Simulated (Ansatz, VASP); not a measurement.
**One calculation of Ru, two programs**

The input INCAR:

```
SYSTEM = Ru
ALGO = Normal
EDIFF = 1E-6
ENCUT = 520
ISIF = 2
ISMEAR = 0
LASPH = .True.
LCHARG = .False.
LREAL = .False.
LWAVE = .False.
NBANDS = 13
NELM = 60
PREC = Accurate
SIGMA = 0.15
```

KPOINTS

```
k-points
0
Gamma
  22 22 22
  0 0 0
```

Contents of POSCAR:

```
Ru
1.0
    0.0000000000      1.8575500000      1.8575500000
    1.8575500000      0.0000000000      1.8575500000
    1.8575500000      1.8575500000      0.0000000000
Ru
1
Direct
    0.0000000000      0.0000000000      0.0000000000
```

Input for Ansatz:

```yaml
crystal:
  lattice:
    - [0.0, 1.85755, 1.85755]
    - [1.85755, 0.0, 1.85755]
    - [1.85755, 1.85755, 0.0]
  atoms:
    - { symbol: Ru, position: [0.0, 0.0, 0.0] }
basis:
  ecutwfc: 420
kpoints:
  mp_grid: { grid: [22, 22, 22] }
hamiltonian:
  xc: lda
scf:
  occupations: { method: gaussian, width: 0.15 }
output:
  forces: true
  stress: true
  eigenvalues: true
```

Change from the starting cell: strain -0.030 along x and y, -0.030 along z, atoms carried along.

Alike in both runs: task single point; functional LDA; k mesh 22 × 22 × 22; occupations gaussian, width 0.15 eV; no spin polarisation.

```csv
,VASP,Ansatz
version,VASP 6.6.1,Ansatz 0.2.0
potentials or method,"VASP PAW LDA potentials, release 64 (Ru_pv), cutoff 520 eV","scalar-relativistic, plane waves, PAW"
valence electrons in the cell,14,16
```

Ansatz gave:

| Item | Value |
| --- | --- |
| gap on the k mesh at the Fermi level (eV) | none |
| pressure (GPa) | 9.6 |

Q: Which values does VASP return?

A: gap on the k mesh at the Fermi level (eV): none; pressure (GPa): 10.7.

LDA's correlation is that of Perdew and Zunger in VASP and of Perdew and Wang (1992) in Ansatz. A gap of «none» marks a metal or a gap that the smearing closes. VASP's potentials hold 14 valence electrons a cell and Ansatz's 16, so a difference there can come from the potentials and not from the codes.
